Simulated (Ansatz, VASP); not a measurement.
# ScBPt3 in VASP and in Ansatz

```
Sc B Pt
1.0
     4.27636    0.00000    0.00000
     0.00000    4.27636    0.00000
     0.00000    0.00000    4.23388
Sc B Pt
1 1 3
Direct
  0.00000 0.00000 0.00000
  0.50000 0.50000 0.50000
  0.00000 0.50000 0.50000
  0.50000 0.50000 0.00000
  0.50000 0.00000 0.50000
```

Alike in both runs: task single point; functional PBE; k mesh 8 × 8 × 8; occupations fermi-dirac, width 0.1 eV; no spin polarisation.

|  | VASP | Ansatz |
| --- | --- | --- |
| version | VASP 6.6.1 | Ansatz 0.2.0 |
| potentials or method | VASP PAW PBE potentials, release 64 (Sc_sv, B, Pt), cutoff 520 eV | plane waves, PAW |
| valence electrons in the cell | 44 | 68 |

Ansatz gave:

* pressure (GPa): -0.9
* traceless stress, the component that is largest in VASP (GPa): 1.02

**Question.** Which values does VASP return?

**Answer.** Pressure (GPa): -0.9; traceless stress, the component that is largest in VASP (GPa): 1.03.

The functional is the same, so the differences come from potentials, cutoffs and numerics. VASP's potentials hold 44 valence electrons a cell and Ansatz's 68, so a difference there can come from the potentials and not from the codes.

Neither program's run includes spin-orbit coupling.
